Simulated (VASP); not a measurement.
Cu3N, 4 atoms in the cell. Symmetry: Pm-3m, No. 221, cubic system. Conventional cell: a = 3.789 Å, b = 3.789 Å, c = 3.789 Å, α = 90.00°, β = 90.00°, γ = 90.00°. Within 2.5 Å of Cu (site symmetry 4/mmm) lie 2 N at 1.89 Å. N (site symmetry m-3m) has 6 Cu at 1.89 Å within 2.5 Å. 

* Program: VASP 6.6.1
* Task: single point
* Functional: r2SCAN
* Potentials or basis: VASP PAW PBE potentials, release 64 (Cu_sv_GW, N)
* Cutoff: 900 eV
* k mesh: 6 × 6 × 6
* Occupations: fermi-dirac, width 0.02 eV
* Spin: no spin polarisation
* Dipole correction: no
* Further INCAR settings: ALGO = Normal; EDIFF = 1e-06; NBANDS = 39

Potentials or basis: VASP PAW PBE potentials, release 64 (Cu_sv_GW, N).

The run is started by

```bash
$ cat potpaw_PBE.64/Cu_sv_GW/POTCAR potpaw_PBE.64/N/POTCAR > POTCAR
$ cp INCAR.step1 INCAR
$ mpirun -np 1 vasp_std > vasp.out
$ cp INCAR.step2 INCAR
$ mpirun -np 1 vasp_std > vasp.out
```

Hardware: 1 thread of Intel(R) Xeon(R) Platinum 8259CL CPU @ 2.50GHz (Skylake/Cascade Lake), on a shared host.

Question: How long does it take, and how much memory?

Answer: It took 6.2 min on 1 thread of Intel(R) Xeon(R) Platinum 8259CL CPU @ 2.50GHz (Skylake/Cascade Lake), with other jobs on the host, peak memory 0.32 GiB. Counts: k points 20.
